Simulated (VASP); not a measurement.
# Ni: single point with PBEsol

Crystal: Ni.

```
CELL_PARAMETERS angstrom
1.73590 1.73590 0.00000
-1.73590 1.73590 0.00000
0.00000 0.00000 3.42852
ATOMIC_POSITIONS crystal
Ni 0.00000 0.00000 0.00000
Ni 0.50000 0.50000 0.50000
```

This cell differs from its parent crystal: uniaxial strain along c: -1.0 %.

| Item | Value |
| --- | --- |
| Program | VASP 6.6.1 |
| Task | single point |
| Functional | PBEsol |
| Potentials or basis | VASP PAW PBE potentials, release 64 (Ni) |
| Cutoff | 520 eV |
| k mesh | 22 × 22 × 16 |
| Occupations | gaussian, width 0.1 eV |
| Spin | collinear spin, ferromagnetic start |
| Starting moments | [0.73, 0.73] μB |
| Dipole correction | no |
| Further INCAR settings | ALGO = Normal; EDIFF = 1e-07; NBANDS = 21 |

- Pressure: 1.1 GPa
- Net moment: 1.24 μB per cell
- Site moments: Ni +0.62 μB
- Valence electrons inside the program's atomic spheres: Ni 9.41

Stress tensor (GPa, compression positive):
```
0.60 0.00 0.00
0.00 0.60 0.00
0.00 0.00 2.07
```

Levels at points of the mesh, in eV from the Fermi level:
Spin up:
| k point | band 9 | band 10 | band 11 | band 12 | band 13 | band 14 |
| --- | --- | --- | --- | --- | --- | --- |
| (0.00, 0.00, 0.00) | -0.54 | -0.42 | -0.42 | 2.63 | 9.89 | 15.04 |
| (0.50, 0.00, 0.00) | -1.44 | -1.44 | 1.02 | 1.02 | 12.06 | 12.06 |
| (0.50, 0.50, 0.00) | -0.40 | -0.40 | 2.32 | 2.32 | 9.55 | 9.55 |
| (0.00, 0.00, 0.50) | -1.67 | -1.67 | -0.95 | -0.95 | 19.76 | 19.76 |
| (0.50, 0.00, 0.50) | -0.56 | -0.56 | -0.44 | -0.44 | 6.02 | 6.02 |
| (0.50, 0.50, 0.50) | -0.45 | -0.45 | 7.98 | 7.98 | 7.98 | 7.98 |
Spin down:
| k point | band 7 | band 8 | band 9 | band 10 | band 11 | band 12 | band 13 | band 14 |
| --- | --- | --- | --- | --- | --- | --- | --- | --- |
| (0.00, 0.00, 0.00) | -0.74 | -0.65 | 0.10 | 0.40 | 0.40 | 2.62 | 10.16 | 15.07 |
| (0.50, 0.00, 0.00) | -1.22 | -1.22 | -0.67 | -0.67 | 1.59 | 1.59 | 12.27 | 12.27 |
| (0.50, 0.50, 0.00) | 0.36 | 0.36 | 0.42 | 0.42 | 2.31 | 2.31 | 9.82 | 9.82 |
| (0.00, 0.00, 0.50) | -0.93 | -0.93 | -0.93 | -0.93 | -0.33 | -0.33 | 19.85 | 19.85 |
| (0.50, 0.00, 0.50) | -0.47 | -0.47 | 0.14 | 0.14 | 0.18 | 0.18 | 6.44 | 6.44 |
| (0.50, 0.50, 0.50) | -0.79 | -0.79 | 0.37 | 0.37 | 8.19 | 8.19 | 8.19 | 8.19 |

Wall time 14 min on 1 thread of Intel Xeon 8259CL, on a shared host, peak memory 0.49 GiB.

Caveat: the cell differs from its parent crystal (uniaxial strain along c: -1.0 %); the PAW data sets were made with another functional, which shifts forces and pressure a little.
